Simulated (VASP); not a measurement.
Set up this calculation in VASP 6.6.1, as the native input.

```
Task                   : relaxation of cell and atoms
Functional             : PBE
Potentials or basis    : VASP PAW PBE potentials, release 64 (Li_sv, H)
Cutoff                 : 600 eV
k mesh                 : 14 × 16 × 16
Occupations            : gaussian, width 0.1 eV
Spin                   : no spin polarisation
Dipole correction      : no
Further INCAR settings : ALGO = Normal; EDIFF = 1e-06; IBRION = 2; EDIFFG = -0.025; NSW = 90; ISIF = 3
```

The structure of LiH2 lies in POSCAR:

```
LiH2
1.0
    1.4200276535      2.8936739319      2.8936739319
    2.1597543238     -0.0019872887      2.1588380814
    2.1597543238      2.1588380814     -0.0019872887
Li H
1 2
Direct
    0.5000000000      0.0000000000      0.0000000000
    0.2423387639      0.5053551670      0.5053551670
    0.7576612361      0.4946448330      0.4946448330
```

This cell differs from its parent crystal: atoms taken out.

These files were run (other wordings do the same):

INCAR

```
SYSTEM = LiH2
PREC = Accurate
ENCUT = 600
EDIFF = 1E-6
ISMEAR = 0
SIGMA = 0.1
LREAL = .False.
LASPH = .True.
NELM = 100
ALGO = Normal
ISIF = 3
LWAVE = .False.
LCHARG = .False.
GGA = PE
IBRION = 2
NSW = 90
EDIFFG = -0.025
```

KPOINTS

```
Automatic mesh
0
Gamma
  14 16 16
  0 0 0
```

Potentials or basis: VASP PAW PBE potentials, release 64 (Li_sv, H).

Run with:

```sh
$ cat potpaw_PBE.64/Li_sv/POTCAR potpaw_PBE.64/H/POTCAR > POTCAR
$ mpirun -np 1 vasp_std > vasp.out
```

It gave:

| Item | Value |
| --- | --- |
| Pressure after relaxing | -0.1 GPa |
| Largest force after relaxing | 0.004 eV/Å |
| Band gap on the k mesh | zero (an odd number of electrons rules out a gap without spin polarisation) |

Caveat: the cell differs from its parent crystal (atoms taken out); the cutoff is under 1.25 times the usual one of these potentials, so pressure, stress and relaxed cells hold a basis-set (Pulay) error; the relaxation stopped at its first step, so nothing moved.

It took 2.3 min on 1 thread of Intel Xeon 8259CL (shared host), peak memory 0.27 GiB.
